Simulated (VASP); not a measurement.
# MnO2 (Pnma) in VASP: single point with PBEsol+U

Aim: the single point of MnO2 with PBEsol+U.

Program: VASP 6.6.1. These are calculated values, not measurements. Logs are shortened: lines on timing, memory, paths and dates and some standing lists are left out, and cuts for length are marked.

**1. The cell of the first run**

The structure is orthorhombic, space group Pnma (No. 62). The conventional cell has a = 9.320 Å, b = 2.850 Å, c = 4.460 Å, α = 90.00°, β = 90.00°, γ = 90.00°. Within 2.4 Å of Mn (site symmetry m) lie 6 O at 1.84 to 1.93 Å. Within 2.6 Å of O (site symmetry m) lie 3 Mn at 1.93 Å and 3 O at 2.44 to 2.45 Å. Within 2.5 Å of O (site symmetry m) lie 3 Mn at 1.84 to 1.87 Å and 1 O at 2.45 Å.

**2. Single point, PBEsol+U, collinear spin, antiferromagnetic start**

INCAR

```
PREC = Accurate ; ENCUT = 520
EDIFF = 1E-7 ; ISMEAR = -1
SIGMA = 0.05 ; LREAL = False
LASPH = True ; NELM = 150
ALGO = Normal ; ISIF = 2
LWAVE = False ; LCHARG = True
ISPIN = 2 ; MAGMOM = 2.25 -2.25 2.25 -2.25 0 0 0 0 0 0 0 0
LORBIT = 11 ; LMAXMIX = 4
LDAU = True ; LDAUTYPE = 2
LDAUL = 2 -1 ; LDAUU = 3.9 0
LDAUJ = 0 0 ; LDAUPRINT = 1
GGA = PS ; LELF = True
LVHAR = True ; NBANDS = 66
```

KPOINTS

```
regular mesh
0
Gamma
  2 6 4
```

POSCAR

```
MnO2
1.0
    9.3200000000      0.0000000000      0.0000000000
    0.0000000000      2.8500000000      0.0000000000
    0.0000000000      0.0000000000      4.4600000000
Mn O
4 8
Direct
    0.6400000000      0.2500000000      0.4800000000
    0.3600000000      0.7500000000      0.5200000000
    0.1400000000      0.2500000000      0.0200000000
    0.8600000000      0.7500000000      0.9800000000
    0.5350000000      0.7500000000      0.2900000000
    0.4650000000      0.2500000000      0.7100000000
    0.0350000000      0.7500000000      0.2100000000
    0.9650000000      0.2500000000      0.7900000000
    0.7850000000      0.2500000000      0.1900000000
    0.2150000000      0.7500000000      0.8100000000
    0.2850000000      0.2500000000      0.3100000000
    0.7150000000      0.7500000000      0.6900000000
```

Potentials or basis: VASP PAW PBE potentials, release 64 (Mn_pv, O).

Command:

```bash
$ cat potpaw_PBE.64/Mn_pv/POTCAR potpaw_PBE.64/O/POTCAR > POTCAR
$ mpirun -np 1 vasp_std > vasp.out
```

OUTCAR:

```text
PREC = Accurate
   ENCUT = 520
   EDIFF = 1E-7
   ISMEAR = -1
   LREAL = False
   LASPH = True
   NELM = 150
   ISIF = 2
   ISPIN = 2
   LORBIT = 11
   GGA = PS

 ion  position               nearest neighbor table
   1  0.640  0.250  0.480-  12 1.84  12 1.84   9 1.87   5 1.93   5 1.93   6 1.93   2 2.98   2 2.98

   2  0.360  0.750  0.520-  11 1.84  11 1.84  10 1.87   6 1.93   6 1.93   5 1.93   1 2.98   1 2.98

   3  0.140  0.250  0.020-  10 1.84  10 1.84  11 1.87   7 1.93   7 1.93   8 1.93   4 2.98   4 2.98

   4  0.860  0.750  0.980-   9 1.84   9 1.84  12 1.87   8 1.93   8 1.93   7 1.93   3 2.98   3 2.98

   5  0.535  0.750  0.290-   1 1.93   1 1.93   2 1.93
   6  0.465  0.250  0.710-   2 1.93   2 1.93   1 1.93
   7  0.035  0.750  0.210-   3 1.93   3 1.93   4 1.93
   8  0.965  0.250  0.790-   4 1.93   4 1.93   3 1.93
   9  0.785  0.250  0.190-   4 1.84   4 1.84   1 1.87
  10  0.215  0.750  0.810-   3 1.84   3 1.84   2 1.87
  11  0.285  0.250  0.310-   2 1.84   2 1.84   3 1.87
  12  0.715  0.750  0.690-   1 1.84   1 1.84   4 1.87

  LATTYP: Found a simple orthorhombic cell.
 ALAT       =     2.8500000000
 B/A-ratio  =     1.5649122807
 C/A-ratio  =     3.2701754386

  Lattice vectors:

 A1 = (   0.0000000000,   2.8500000000,   0.0000000000)
 A2 = (   0.0000000000,   0.0000000000,   4.4600000000)
 A3 = (   9.3200000000,   0.0000000000,   0.0000000000)

Analysis of symmetry for initial positions (statically):
=====================================================================
 Subroutine PRICEL returns:
 Original cell was already a primitive cell.

 Routine SETGRP: Setting up the symmetry group for a
 simple orthorhombic supercell.

 Subroutine GETGRP returns: Found  8 space group operations
 (whereof  2 operations were pure point group operations)
 out of a pool of  8 trial point group operations.

The static configuration has the point symmetry S_2 .
 The point group associated with its full space group is D_2h.

Analysis of symmetry for dynamics (positions and initial velocities):
=====================================================================
 Subroutine PRICEL returns:
 Original cell was already a primitive cell.

 Routine SETGRP: Setting up the symmetry group for a
 simple orthorhombic supercell.

 Subroutine GETGRP returns: Found  8 space group operations
 (whereof  2 operations were pure point group operations)
 out of a pool of  8 trial point group operations.

The dynamic configuration has the point symmetry S_2 .
[... 330 lines left out ...]

 k-point     1 :       0.0000    0.0000    0.0000
  band No.  band energies     occupation
      1     -46.2737      1.00000
      2     -46.2737      1.00000
      3     -46.2367      1.00000
      4     -46.2365      1.00000
      5     -46.1951      1.00000
      6     -46.1950      1.00000
[... 1549 lines left out ...]
     61       8.3784      0.00000
     62       8.3784      0.00000
 Fermi energy:         4.6301197997

 spin component 2

 k-point     1 :       0.0000    0.0000    0.0000
  band No.  band energies     occupation
      1     -46.2737      1.00000
      2     -46.2737      1.00000
      3     -46.2367      1.00000
      4     -46.2365      1.00000
      5     -46.1951      1.00000
      6     -46.1950      1.00000
[... 1549 lines left out ...]
     61       8.3784      0.00000
     62       8.3784      0.00000
 [bands above 62 left out]

------------------------ aborting loop because EDIFF is reached ----------------------------------------

  FORCE on cell =-STRESS in cart. coord.  units (eV):
  Direction    XX          YY          ZZ          XY          YZ          ZX
  --------------------------------------------------------------------------------------
  -------------------------------------------------------------------------------------
  Total       -0.3117539      5.8537777      5.6631642      0.0000000      0.0000000      0.0000000
  in kB       -4.2162546     79.1682747     76.5903590      0.0000000      0.0000000      0.0000000
  external PRESSURE =      50.5141263 kB  Pullay stress =       0.0000000 kB

 VOLUME and BASIS-vectors are now :
 -----------------------------------------------------------------------------
  energy-cutoff  :      520.00
  volume of cell :      118.47
      direct lattice vectors                 reciprocal lattice vectors
     9.320000000  0.000000000  0.000000000     0.107296137  0.000000000  0.000000000
     0.000000000  2.850000000  0.000000000     0.000000000  0.350877193  0.000000000
     0.000000000  0.000000000  4.460000000     0.000000000  0.000000000  0.224215247

 POSITION                                       TOTAL-FORCE (eV/Angst)
 -----------------------------------------------------------------------------------
      5.96480      0.71250      2.14080        -2.146303     -0.000000     -0.643061
      3.35520      2.13750      2.31920         2.146303     -0.000000      0.643061
      1.30480      0.71250      0.08920        -2.146303      0.000000      0.643061
      8.01520      2.13750      4.37080         2.146303     -0.000000     -0.643061
      4.98620      2.13750      1.29340         0.448748     -0.000000     -0.218733
      4.33380      0.71250      3.16660        -0.448748      0.000000      0.218733
      0.32620      2.13750      0.93660         0.448748     -0.000000      0.218733
      8.99380      0.71250      3.52340        -0.448748     -0.000000     -0.218733
      7.31620      0.71250      0.84740        -0.657700      0.000000      0.614646
      2.00380      2.13750      3.61260         0.657700     -0.000000     -0.614646
      2.65620      0.71250      1.38260        -0.657700      0.000000     -0.614646
      6.66380      2.13750      3.07740         0.657700      0.000000      0.614646
 -----------------------------------------------------------------------------------
    total drift:                                0.000000     -0.000000      0.000000

  FREE ENERGIE OF THE ION-ELECTRON SYSTEM (eV)
  ---------------------------------------------------
  free  energy   TOTEN  =       -89.6184654667 eV

  energy  without entropy=      -89.6184654568  energy(sigma->0) =      -89.61846546

 total charge

# of ion       s       p       d       tot
------------------------------------------
    1        0.370   6.497   4.889  11.757
    2        0.370   6.497   4.889  11.757
    3        0.370   6.497   4.889  11.757
    4        0.370   6.497   4.889  11.757
    5        1.579   3.390   0.000   4.969
    6        1.579   3.390   0.000   4.969
    7        1.579   3.390   0.000   4.969
    8        1.579   3.390   0.000   4.969
    9        1.563   3.496   0.000   5.058
   10        1.563   3.496   0.000   5.058
   11        1.563   3.496   0.000   5.058
   12        1.563   3.496   0.000   5.058
--------------------------------------------------
tot         14.049  53.528  19.558  87.135

 magnetization (x)

# of ion       s       p       d       tot
------------------------------------------
    1        0.013   0.029   2.930   2.972
    2       -0.013  -0.029  -2.930  -2.972
    3        0.013   0.029   2.930   2.972
    4       -0.013  -0.029  -2.930  -2.972
    5        0.001  -0.027   0.000  -0.026
    6       -0.001   0.027   0.000   0.026
    7        0.001  -0.027   0.000  -0.026
    8       -0.001   0.027   0.000   0.026
    9       -0.000  -0.012   0.000  -0.013
   10        0.000   0.012   0.000   0.013
   11       -0.000  -0.012   0.000  -0.013
   12        0.000   0.012   0.000   0.013
--------------------------------------------------
tot          0.000   0.000   0.000   0.000
```

OSZICAR:

```text
N       E                     dE             d eps       ncg     rms          rms(c)
DAV:   1     0.143040167589E+04    0.14304E+04   -0.54362E+04  6344   0.183E+03
DAV:   2     0.761117662353E+02   -0.13543E+04   -0.12397E+04  6686   0.549E+02
[... 10 lines left out ...]
DAV:  13    -0.896183720865E+02   -0.48199E-03   -0.38712E-03  6900   0.338E-01    0.137E-01
DAV:  14    -0.896184522762E+02   -0.80190E-04   -0.36582E-04  6508   0.110E-01    0.601E-02
DAV:  15    -0.896184647433E+02   -0.12467E-04   -0.39711E-05  6542   0.466E-02    0.188E-02
DAV:  16    -0.896184660877E+02   -0.13444E-05   -0.73374E-06  6594   0.191E-02    0.909E-03
DAV:  17    -0.896184657266E+02    0.36107E-06   -0.14348E-06  6808   0.669E-03    0.561E-03
DAV:  18    -0.896184655233E+02    0.20335E-06   -0.22648E-07  4914   0.399E-03    0.184E-03
DAV:  19    -0.896184654667E+02    0.56540E-07   -0.67889E-08  3408   0.243E-03
   1 F= -.89618465E+02 E0= -.89618465E+02  d E =-.989723E-08  mag=     0.0000
```

It took 5.2 min on 1 thread of AMD EPYC 9R45 (Zen 5), shared host; peak memory 0.4 GiB.

What came out:

```yaml
Free_energy: -89.6185 eV
Pressure: 5.1 GPa
Largest_force: 2.241 eV/Å
Band_gap_on_the_k_mesh: 1.71 eV (least direct gap 1.81 eV)
Net_moment: 0.00 μB per cell
Site_moments: Mn +2.97, -2.97 (each value once); O -0.03, +0.03, -0.01, +0.01 (each value once) μB
Valence_electrons_inside_the_program's_atomic_spheres: Mn 11.76; O 4.97, 5.06 (each value once)
```

Forces on the atoms (eV/Å):
```
Mn  -2.146  0.000 -0.643
Mn   2.146  0.000  0.643
Mn  -2.146  0.000  0.643
Mn   2.146  0.000 -0.643
O    0.449  0.000 -0.219
O   -0.449  0.000  0.219
O    0.449  0.000  0.219
O   -0.449  0.000 -0.219
O   -0.658  0.000  0.615
O    0.658  0.000 -0.615
O   -0.658  0.000 -0.615
O    0.658  0.000  0.615
```

Eigenvalues of the final occupation matrices:
```csv
site,spin,trace,eigenvalues
site 1 d,1,3.93,0.51 0.53 0.96 0.96 0.96
site 1 d,2,1.00,0.09 0.11 0.12 0.33 0.35
site 2 d,1,1.00,0.09 0.11 0.12 0.33 0.35
site 2 d,2,3.93,0.51 0.53 0.96 0.96 0.96
site 3 d,1,3.93,0.51 0.53 0.96 0.96 0.96
site 3 d,2,1.00,0.09 0.11 0.12 0.33 0.35
site 4 d,1,1.00,0.09 0.11 0.12 0.33 0.35
site 4 d,2,3.93,0.51 0.53 0.96 0.96 0.96
```

Caveat: the stress differs along the axes, from -0 to 8 GPa; the PAW data sets were made with another functional, which shifts forces and pressure a little. A k mesh can miss the band edges.
